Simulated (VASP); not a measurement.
Wanted: the native input for a VASP 6.6.1 run.

```yaml
Task: single point
Functional: PBE
Potentials_or_basis: VASP PAW PBE potentials, release 64 (In_d, O)
Cutoff: 520 eV
k_mesh: 12 × 12 × 2
Occupations: gaussian, width 0.03 eV
Spin: no spin polarisation
Dipole_correction: no
Further_INCAR_settings: ALGO = Normal; EDIFF = 1e-06; NBANDS = 27
```

The structure of InO lies in POSCAR:

```
InO
1.0
    3.3672734563      0.0000000000      0.0000000000
   -1.6836367282      2.9161443546      0.0000000000
    0.0000000000      0.0000000000     15.8771000000
In O
2 2
Direct
    0.6666666667      0.3333333333      0.5900210000
    0.6666666667      0.3333333333      0.4099790000
    0.0000000000      0.0000000000      0.6398670000
    0.0000000000      0.0000000000      0.3601330000
```

This cell differs from its parent crystal: strain -0.025 along x and y, +0.000 along z.

The input as run:

INCAR

```
ALGO = Normal ; EDIFF = 1E-6
ENCUT = 520 ; GGA = PE
ISIF = 2 ; ISMEAR = 0
LASPH = True ; LCHARG = False
LREAL = False ; LWAVE = False
NBANDS = 27 ; NELM = 100
PREC = Accurate ; SIGMA = 0.03
```

KPOINTS

```
k-points
0
Gamma
  12 12 2
```

Potentials or basis: VASP PAW PBE potentials, release 64 (In_d, O).

Run with:

```sh
$ cat potpaw_PBE.64/In_d/POTCAR potpaw_PBE.64/O/POTCAR > POTCAR
$ mpirun -np 1 vasp_std > vasp.out
```

It gave:

```
Largest force          : 0.503 eV/Å
Band gap on the k mesh : 0.34 eV, indirect (least direct gap 1.29 eV)
```

Caveat: the cell differs from its parent crystal (strain -0.025 along x and y, +0.000 along z); spin-orbit coupling is left out, which moves the levels of the heavy elements.

It took 2.2 min on 1 thread of Intel(R) Xeon(R) 6975P-C (Granite Rapids), with other jobs on the host, peak memory 0.35 GiB.
